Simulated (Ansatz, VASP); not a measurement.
# One calculation of V, two programs

The input INCAR:

```
SYSTEM = V
PREC = Accurate
ENCUT = 520
EDIFF = 1E-6
ISMEAR = 0
SIGMA = 0.011
LREAL = .FALSE.
LASPH = .TRUE.
NELM = 150
ALGO = Normal
ISIF = 2
LWAVE = .FALSE.
LCHARG = .FALSE.
ISPIN = 2
MAGMOM = 2
LORBIT = 11
LMAXMIX = 4
GGA = PE
NBANDS = 16
```

The input KPOINTS:

```
regular mesh
0
G
  12 12 12
  0 0 0
```

File POSCAR:

```
V
1.0
   -1.5143500000      1.5143500000      1.5143500000
    1.5143500000     -1.5143500000      1.5143500000
    1.5143500000      1.5143500000     -1.5143500000
V
1
Direct
    0.0000000000      0.0000000000      0.0000000000
```

Contents of input.yaml:

```yaml
crystal:
  lattice:
    - [-1.51435, 1.51435, 1.51435]
    - [1.51435, -1.51435, 1.51435]
    - [1.51435, 1.51435, -1.51435]
  atoms:
    - { symbol: V, position: [0.0, 0.0, 0.0], spin: 2.0 }
kpoints:
  mp_grid: { grid: [12, 12, 12] }
scf:
  occupations: { method: gaussian, width: 0.011 }
hamiltonian:
  xc: pbe
  pseudopotentials: { kind: all_electron, lapw: { basis_error: 0.001 } }
magnetization:
  spin_polarized: true
output:
  forces: true
  stress: true
  eigenvalues: true
```

Alike in both runs: task single point; functional PBE; k mesh 12 × 12 × 12; occupations gaussian, width 0.011 eV; collinear spin.

|  | VASP | Ansatz |
| --- | --- | --- |
| version | VASP 6.6.1 | Ansatz 0.2.0 |
| potentials or method | VASP PAW PBE potentials, release 64 (V_sv), cutoff 520 eV | all-electron LAPW, scalar-relativistic |

Ansatz gave:

| Property | Result |
| --- | --- |
| gap on the k mesh at the Fermi level (eV) | none |
| pressure (GPa) | -5.2 |
| net moment per atom (μB) | 0.12 |
| size of the moment on the site where the two differ most (μB) | 0.11 |

Question: What did VASP give for the same quantities?

Answer: gap on the k mesh at the Fermi level (eV): none; pressure (GPa): -5.1; net moment per atom (μB): 0.12; size of the moment on the site where the two differ most (μB): 0.11.

Site moments also hang on the region over which each program counts them. A gap of «none» marks a metal or a gap that the smearing closes. Ansatz ran all-electron here, and VASP with PAW potentials.
